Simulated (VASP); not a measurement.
Runs of VASP 6.6.1 on Rh. The structure is that of space group P6_3/mmc (No. 194), or close to it. The cells are those of the table. This isn't the form of Rh at room conditions, which is fcc.

| cell | further INCAR settings | gap on the mesh (eV) | pressure (GPa) |
| --- | --- | --- | --- |
| a = 2.779, b = 2.779, c = 4.736 Å, angles 90.0, 90.0, 120.0°, 2 atoms | ALGO = Fast; EDIFF = 1e-07; NBANDS = 22 | none | (a) |
| a = 2.643, b = 2.643, c = 4.034 Å, angles 90.0, 90.0, 120.0°, 2 atoms | ALGO = Fast; EDIFF = 1e-06; NBANDS = 22 | none | 55.4 |
| a = 2.670, b = 2.670, c = 4.034 Å, angles 90.0, 90.0, 120.0°, 2 atoms | ALGO = Fast; EDIFF = 1e-06; NBANDS = 22 | none | 45.9 |
| a = 2.643, b = 2.643, c = 4.455 Å, angles 90.0, 90.0, 120.0°, 2 atoms | ALGO = Fast; EDIFF = 1e-07; NBANDS = 22 | none | 13.5 |
| a = 2.616, b = 2.616, c = 4.175 Å, angles 90.0, 90.0, 120.0°, 2 atoms | ALGO = Fast; EDIFF = 1e-06; NBANDS = 22 | none | 46.8 |
| a = 2.643, b = 2.643, c = 4.736 Å, angles 90.0, 90.0, 120.0°, 2 atoms | ALGO = Fast; EDIFF = 1e-06; NBANDS = 22 | none | -1.1 |
| a = 2.643, b = 2.643, c = 4.385 Å, angles 90.0, 90.0, 120.0°, 2 atoms | ALGO = Fast; EDIFF = 1e-06; NBANDS = 22 | none | 18.5 |
| a = 2.861, b = 2.861, c = 4.455 Å, angles 90.0, 90.0, 120.0°, 2 atoms | ALGO = Fast; EDIFF = 1e-07; NBANDS = 22 | none | -20.9 |
| a = 2.807, b = 2.807, c = 4.245 Å, angles 90.0, 90.0, 120.0°, 2 atoms | ALGO = Fast; EDIFF = 1e-06; NBANDS = 22 | none | (b) |
| a = 2.779, b = 2.779, c = 4.666 Å, angles 90.0, 90.0, 120.0°, 2 atoms | ALGO = Fast; EDIFF = 1e-06; NBANDS = 22 | none | -19.4 |
| a = 2.698, b = 2.698, c = 4.245 Å, angles 90.0, 90.0, 120.0°, 2 atoms | ALGO = Fast; EDIFF = 1e-07; NBANDS = 22 | none | 15.8 |
| a = 2.616, b = 2.616, c = 4.315 Å, angles 90.0, 90.0, 120.0°, 2 atoms | ALGO = Fast; EDIFF = 1e-06; NBANDS = 22 | none | 32.3 |

Alike in all rows: task single point; level PBE; potentials or basis VASP PAW PBE potentials, release 64 (Rh_pv); no spin polarisation; k mesh 18 × 18 × 10; cutoff (eV) 520; smearing gaussian 0.15 eV.

Question: Fill in the values left out.

Answer: (a) -21.2; (b) -4.7.

Caveats: the cell stands under pressure (at least some runs); the cell stands under tension (at least some runs).

A k mesh can miss the band edges, and the runs leave out spin-orbit coupling on Rh.

A gap of «none» marks levels without a gap at the run's occupations.
